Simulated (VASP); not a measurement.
Wanted: the native input for a VASP 6.6.1 run.

```yaml
Task: single point
Functional: PBEsol
Potentials_or_basis: VASP PAW PBE potentials, release 64 (Bi_d, I, Br, O)
Cutoff: 520 eV
k_mesh: 4 × 4 × 2
Occupations: gaussian, width 0.1 eV
Spin: no spin polarisation
Dipole_correction: no
Further_INCAR_settings: ALGO = Normal; EDIFF = 1e-06; NBANDS = 68
```

The structure of Bi2IBrO2 lies in POSCAR:

```
Bi2IBrO2
1.0
    3.9884348400     -3.9884348400      0.0000000000
    3.9884348400      3.9884348400      0.0000000000
    0.0000000000      0.0000000000      8.2264014800
Bi I Br O
4 2 2 4
Direct
    0.7500000000      0.2500000000      0.1540000000
    0.2500000000      0.7500000000      0.1540000000
    0.2500000000      0.2500000000      0.8460000000
    0.7500000000      0.7500000000      0.8460000000
    0.7500000000      0.2500000000      0.6530000000
    0.2500000000      0.2500000000      0.3470000000
    0.2500000000      0.7500000000      0.6530000000
    0.7500000000      0.7500000000      0.3470000000
    0.0000000000      0.0000000000      0.0000000000
    0.5000000000      0.5000000000      0.0000000000
    0.0000000000      0.5000000000      0.0000000000
    0.5000000000      0.0000000000      0.0000000000
```

The input as run:

INCAR

```
PREC     = Accurate       # precision mode
ENCUT    = 520            # plane-wave cutoff, eV
EDIFF    = 1E-6           # SCF threshold, eV
ISMEAR   = 0              # smearing method
SIGMA    = 0.1            # smearing width, eV
LREAL    = F              # projectors in reciprocal space
LASPH    = T              # aspherical terms in the spheres
NELM     = 100            # most SCF steps
ALGO     = Normal         # electronic algorithm
ISIF     = 2              # what is computed and relaxed
LWAVE    = F              # write WAVECAR
LCHARG   = F              # write CHGCAR
GGA      = PS             # functional
NBANDS   = 68             # bands
```

KPOINTS

```
regular mesh
0
Gamma
  4 4 2
```

Potentials or basis: VASP PAW PBE potentials, release 64 (Bi_d, I, Br, O).

Command:

```sh
$ cat potpaw_PBE.64/Bi_d/POTCAR potpaw_PBE.64/I/POTCAR potpaw_PBE.64/Br/POTCAR potpaw_PBE.64/O/POTCAR > POTCAR
$ mpirun -np 1 vasp_std > vasp.out
```

Results of the run:

```yaml
Pressure: -1.0 GPa
Largest_force: 0.785 eV/Å
Band_gap_on_the_k_mesh: 1.60 eV (least direct gap 1.78 eV)
```

Caveat: the PAW data sets were made with another functional, which shifts forces and pressure a little; spin-orbit coupling is left out, which moves the levels of the heavy elements.

Wall time 3.8 min on 1 thread of Intel(R) Xeon(R) 6975P-C (Granite Rapids) (shared host), peak memory 0.49 GiB.
